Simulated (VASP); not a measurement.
# GaN in VASP: single point with PBE

Aim: the single point of GaN with PBE.

Program: VASP 6.6.1. These are calculated values, not measurements. Logs are shortened: lines on timing, memory, paths and dates and some standing lists are left out, and cuts for length are marked.

## Step 1: The cell of the first run

The typed cell holds 8 atoms: a = 6.039 Å, b = 4.262 Å, c = 3.020 Å, α = 90.00°, β = 90.00°, γ = 90.00°.

## Step 2: Single point, PBE

The input, INCAR:

```
  PREC = Accurate
  ENCUT = 520
  EDIFF = 1E-6
  ISMEAR = 0
  SIGMA = 0.1
  LREAL = F
  LASPH = T
  NELM = 80
  ALGO = Normal
  ISIF = 2
  LWAVE = F
  LCHARG = F
  GGA = PE
  NBANDS = 46
```

The input, KPOINTS:

```
Automatic mesh
0
Gamma
  4 6 6
```

The input, POSCAR:

```
GaN
1.0
    6.0386595132      0.0000000000      0.0000000000
    0.0000000000      4.2618375044      0.0000000000
    0.0000000000      0.0000000000      3.0197639916
Ga N
4 4
Direct
    0.7500000000      0.0000000000      0.5000601278
    0.0000000000      0.5000000000      0.0000000000
    0.2500000000      0.0000000000      0.4999398722
    0.5000000000      0.5000000000      0.0000000000
    0.7500000000      0.5000000000      0.5002406828
    0.0000000000      0.0000000000      0.0000000000
    0.2500000000      0.5000000000      0.4997593172
    0.5000000000      0.0000000000      0.0000000000
```

Potentials or basis: VASP PAW PBE potentials, release 64 (Ga_d, N).

On the command line:

```console
> cat potpaw_PBE.64/Ga_d/POTCAR potpaw_PBE.64/N/POTCAR > POTCAR
> mpirun -np 1 vasp_std > vasp.out
```

OUTCAR:

```text
PREC = Accurate
   ENCUT = 520
   EDIFF = 1E-6
   ISMEAR = 0
   LREAL = F
   LASPH = T
   NELM = 80
   ISIF = 2
   GGA = PE

 ion  position               nearest neighbor table
   1  0.750  0.000  0.500-   5 2.13   5 2.13   8 2.14   6 2.14   8 2.14   6 2.14
   2  0.000  0.500  0.000-   6 2.13   6 2.13   7 2.13   5 2.13   7 2.14   5 2.14
   3  0.250  0.000  0.500-   7 2.13   7 2.13   8 2.14   6 2.14   6 2.14   8 2.14
   4  0.500  0.500  0.000-   8 2.13   8 2.13   5 2.13   7 2.13   7 2.14   5 2.14
   5  0.750  0.500  0.500-   1 2.13   1 2.13   4 2.13   2 2.13   4 2.14   2 2.14
   6  0.000  0.000  0.000-   2 2.13   2 2.13   3 2.14   1 2.14   3 2.14   1 2.14
   7  0.250  0.500  0.500-   3 2.13   3 2.13   4 2.13   2 2.13   2 2.14   4 2.14
   8  0.500  0.000  0.000-   4 2.13   4 2.13   1 2.14   3 2.14   3 2.14   1 2.14

  LATTYP: Found a simple orthorhombic cell.
 ALAT       =     3.0197639916
 B/A-ratio  =     1.4113147638
 C/A-ratio  =     1.9997124047

  Lattice vectors:

 A1 = (   0.0000000000,   0.0000000000,  -3.0197639916)
 A2 = (   0.0000000000,   4.2618375044,   0.0000000000)
 A3 = (   6.0386595132,   0.0000000000,   0.0000000000)

Analysis of symmetry for initial positions (statically):
=====================================================================
 Subroutine PRICEL returns:
 Original cell was already a primitive cell.

 Routine SETGRP: Setting up the symmetry group for a
 simple orthorhombic supercell.

 Subroutine GETGRP returns: Found  8 space group operations
 (whereof  4 operations were pure point group operations)
 out of a pool of  8 trial point group operations.

The static configuration has the point symmetry C_2h.
 The point group associated with its full space group is D_2h.

Analysis of symmetry for dynamics (positions and initial velocities):
=====================================================================
 Subroutine PRICEL returns:
 Original cell was already a primitive cell.

 Routine SETGRP: Setting up the symmetry group for a
 simple orthorhombic supercell.

 Subroutine GETGRP returns: Found  8 space group operations
 (whereof  4 operations were pure point group operations)
 out of a pool of  8 trial point group operations.

The dynamic configuration has the point symmetry C_2h.
 The point group associated with its full space group is D_2h.

 Subroutine INISYM returns: Found  8 space group operations
 (whereof  4 operations are pure point group operations),
 and found     1 'primitive' translations

----------------------------------------------------------------------------------------

                                     Primitive cell

  volume of cell :      77.7160

  direct lattice vectors                    reciprocal lattice vectors
     6.038659513  0.000000000  0.000000000     0.165599666  0.000000000  0.000000000
     0.000000000  4.261837504  0.000000000     0.000000000  0.234640574  0.000000000
     0.000000000  0.000000000  3.019763992     0.000000000  0.000000000  0.331151707

  length of vectors
     6.038659513  4.261837504  3.019763992     0.165599666  0.234640574  0.331151707

  position of ions in fractional coordinates (direct lattice)
     0.750000000  0.000000000  0.500060128
     0.000000000  0.500000000  0.000000000
     0.250000000  0.000000000  0.499939872
     0.500000000  0.500000000  0.000000000
     0.750000000  0.500000000  0.500240683
     0.000000000  0.000000000  0.000000000
     0.250000000  0.500000000  0.499759317
     0.500000000  0.000000000  0.000000000

  ion indices of the primitive-cell ions
   primitive index   ion index
                 1           1
                 2           2
                 3           3
                 4           4
                 5           5
                 6           6
                 7           7
                 8           8

----------------------------------------------------------------------------------------

 KPOINTS: Automatic mesh

Automatic generation of k-mesh.
 Grid dimensions read from file:
 generate k-points for:    4    6    6

 Generating k-lattice:

  Cartesian coordinates                     Fractional coordinates (reciprocal lattice)
     0.041399917  0.000000000  0.000000000     0.250000000  0.000000000  0.000000000
     0.000000000  0.039106762  0.000000000     0.000000000  0.166666667  0.000000000
     0.000000000  0.000000000  0.055191951     0.000000000  0.000000000  0.166666667

  Length of vectors
     0.041399917  0.039106762  0.055191951

  Shift w.r.t. Gamma in fractional coordinates (k-lattice)
     0.000000000  0.000000000  0.000000000

 Subroutine IBZKPT returns following result:
 ===========================================

 Found     48 irreducible k-points:

 Following reciprocal coordinates:
            Coordinates               Weight
  0.000000  0.000000  0.000000      1.000000
  0.250000  0.000000  0.000000      2.000000
  0.500000  0.000000  0.000000      1.000000
  0.000000  0.166667  0.000000      2.000000
  0.250000  0.166667  0.000000      4.000000
  0.500000  0.166667  0.000000      2.000000
[... 16 lines left out ...]
  0.250000  0.500000  0.166667      4.000000
  0.500000  0.500000  0.166667      2.000000
 [... further k-points ...]
   k-points           NKPTS =     48   k-points in BZ     NKDIM =     48   number of bands    NBANDS=     46
   number of dos      NEDOS =    301   number of ions     NIONS =      8
   total plane-waves  NPLWV =  36864
   dimension x,y,z NGX =    48 NGY =   32 NGZ =   24
   dimension x,y,z NGXF=    96 NGYF=   64 NGZF=   48
   ions per type =               4   4
   NGX,Y,Z   is equivalent  to a cutoff of  13.21, 12.48, 13.21 a.u.
   NGXF,Y,Z  is equivalent  to a cutoff of  26.43, 24.97, 26.43 a.u.
 SYSTEM =  unknown system
   PREC   = accura    normal or accurate (medium, high low for compatibility)
   ISTART =      0    job   : 0-new  1-cont  2-samecut
   ICHARG =      2    charge: 1-file 2-atom 10-const
   ISPIN  =      1    spin polarized calculation?
   LNONCOLLINEAR =      F non collinear calculations
   LSORBIT =      F    spin-orbit coupling
   LASPH  =      T    aspherical Exc in radial PAW
   ENCUT  =  520.0 eV  38.22 Ry    6.18 a.u.  11.23  7.92  5.61*2*pi/ulx,y,z
   NELM   =     80;   NELMIN=  2; NELMDL= -5     # of ELM steps
   EDIFF  = 0.1E-05   stopping-criterion for ELM
   LREAL  =      F    real-space projection
   EDIFFG = 0.1E-04   stopping-criterion for IOM
   NSW    =      0    number of steps for IOM
   IBRION =     -1    ionic relax: 0-MD 1-quasi-New 2-CG
   NFREE  =      0    steps in history (QN), initial steepest desc. (CG)
   ISIF   =      2    stress and relaxation
   ISYM   =      2    0-nonsym 1-usesym 2-fastsym
   POTIM  = 0.5000    time-step for ionic-motion
   TEBEG  =    0.0;   TEEND  =   0.0 temperature during run
   PSTRESS=    0.0 pullay stress
   NELECT =      72.0000    total number of electrons
   NUPDOWN=      -1.0000    fix difference up-down
   EMIN   =  10.00;   EMAX   =-10.00  energy-range for DOS
   EFERMI =   0.00;   METHOD = LEGACY
   ISMEAR =     0;   SIGMA  =   0.10  broadening in eV -4-tet -1-fermi 0-gaus
   EFERMI_NEDOS =   21; number of points for ismear=-14 and -15
   IALGO  =     38    algorithm
   IMIX   =      4    mixing-type and parameters
     AMIX     =   0.40;   BMIX     =  1.00
     AMIX_MAG =   1.60;   BMIX_MAG =  1.00
  volume/ion in A,a.u.               =       9.71        65.56
  Fermi-wavevector in a.u.,A,eV,Ry     =   1.595936  3.015882 34.654206  2.547012
  Thomas-Fermi vector in A             =   2.693777
   LORBIT       =      0    0 simple, 1 ext, 2 COOP (PROOUT), +10 PAW based schemes
   GGA     = PE    functional components
   LHFCALC =     F    Hartree Fock is set to
   AEXX    =    0.0000 exact exchange contribution
   IVDW    =     0    specifies the selected vdW correction
   LEPSILON=     F    determine dielectric tensor
   LRPA    =     F    only Hartree local field effects (RPA)
 non-spin polarized calculation
 Gauss-broadening in eV      SIGMA  =   0.10
  energy-cutoff  :      520.00
  volume of cell :       77.72
 maximum number of plane-waves:      2144
 NGX is ok and might be reduce to    48
   NGX = 23   NGY = 15   NGZ = 11

 number of electron      72.0000030 magnetization

 Free energy of the ion-electron system (eV)
  ---------------------------------------------------
  ext. energy  EPLUGINS =         0.00000000
  ---------------------------------------------------
  free energy    TOTEN  =       -44.81609494 eV

  energy without entropy =      -44.81603877  energy(sigma->0) =      -44.81606686

 E-fermi :   7.7578     XC(G=0): -12.9161

 val. band max:        7.5521880887   @ k =   0.0000   0.0000   0.3333
 cond. band min:       7.9413496270   @ k =   0.0000   0.0000   0.0000
 fundamental gap:      0.3891615383
 Fermi energy:         7.7578028555

 k-point     1 :       0.0000    0.0000    0.0000
  band No.  band energies     occupation
      1      -9.4748      2.00000
      2      -8.0709      2.00000
      3      -7.4996      2.00000
      4      -7.4995      2.00000
      5      -6.6274      2.00000
      6      -6.5260      2.00000
[... 38 lines left out ...]
     45      17.3683      0.00000
     46      17.6476      0.00000

 k-point     2 :       0.2500    0.0000    0.0000
  band No.  band energies     occupation
      1      -9.2792      2.00000
      2      -7.9915      2.00000
      3      -7.9730      2.00000
      4      -7.5531      2.00000
      5      -6.6059      2.00000
      6      -6.5134      2.00000
[... 38 lines left out ...]
     45      17.8580      0.00000
     46      17.9262      0.00000

 k-point     3 :       0.5000    0.0000    0.0000
  band No.  band energies     occupation
      1      -8.7259      2.00000
      2      -8.7259      2.00000
      3      -7.7858      2.00000
      4      -7.7858      2.00000
      5      -6.5551      2.00000
      6      -6.5551      2.00000
[... 38 lines left out ...]
     45      18.1188      0.00000
     46      18.1202      0.00000

 k-point     4 :       0.0000    0.1667    0.0000
  band No.  band energies     occupation
      1      -9.3009      2.00000
      2      -8.0471      2.00000
      3      -7.3657      2.00000
      4      -7.3656      2.00000
      5      -6.6161      2.00000
      6      -6.5613      2.00000
[... 920 lines left out ...]
     45      17.3721      0.00000
     46      17.3930      0.00000

 k-point    23 :       0.2500    0.5000    0.1667
  band No.  band energies     occupation
      1      -7.8660      2.00000
      2      -7.8660      2.00000
      3      -7.2862      2.00000
      4      -7.2861      2.00000
      5      -6.5749      2.00000
      6      -6.5748      2.00000
[... 38 lines left out ...]
     45      17.1676      0.00000
     46      17.1680      0.00000

 k-point    24 :       0.5000    0.5000    0.1667
  band No.  band energies     occupation
      1      -7.5573      2.00000
      2      -7.5573      2.00000
      3      -7.5573      2.00000
      4      -7.5573      2.00000
      5      -6.5383      2.00000
      6      -6.5383      2.00000
[... 38 lines left out ...]
     45      17.3760      0.00000
     46      17.3762      0.00000

 [... further k-points ...]
[... 5 lines left out ...]
  --------------------------------------------------------------------------------------
  -------------------------------------------------------------------------------------
  Total        0.3784260      0.4835023      0.3764233      0.0000000      0.0000000      0.0000000
  in kB        7.8015533      9.9677862      7.7602665      0.0000000      0.0000000      0.0000000
  external PRESSURE =       8.5098687 kB  Pullay stress =       0.0000000 kB

 VOLUME and BASIS-vectors are now :
 -----------------------------------------------------------------------------
  energy-cutoff  :      520.00
  volume of cell :       77.72
      direct lattice vectors                 reciprocal lattice vectors
     6.038659513  0.000000000  0.000000000     0.165599666  0.000000000  0.000000000
     0.000000000  4.261837504  0.000000000     0.000000000  0.234640574  0.000000000
     0.000000000  0.000000000  3.019763992     0.000000000  0.000000000  0.331151707

 POSITION                                       TOTAL-FORCE (eV/Angst)
 -----------------------------------------------------------------------------------
      4.52899      0.00000      1.51006        -0.000000     -0.000000     -0.000444
      0.00000      2.13092      0.00000         0.000000     -0.000000      0.000000
      1.50966      0.00000      1.50970         0.000000     -0.000000      0.000444
      3.01933      2.13092      0.00000         0.000000     -0.000000      0.000000
      4.52899      2.13092      1.51061         0.000000     -0.000000     -0.000647
      0.00000      0.00000      0.00000         0.000000     -0.000000      0.000000
      1.50966      2.13092      1.50916         0.000000      0.000000      0.000647
      3.01933      0.00000      0.00000         0.000000     -0.000000      0.000000
 -----------------------------------------------------------------------------------
    total drift:                                0.000000      0.000000      0.000000

  FREE ENERGIE OF THE ION-ELECTRON SYSTEM (eV)
  ---------------------------------------------------
  free  energy   TOTEN  =       -44.8160949406 eV

  energy  without entropy=      -44.8160387716  energy(sigma->0) =      -44.81606686
```

Wall time 85 s (1 thread of AMD EPYC 9R45 (Zen 5), shared host); peak memory 0.23 GiB.

Results:

| Property | Result |
| --- | --- |
| Free energy | -44.8161 eV |
| Pressure | 0.9 GPa |
| Band gap on the k mesh | 0.39 eV |

A k mesh can miss the band edges.
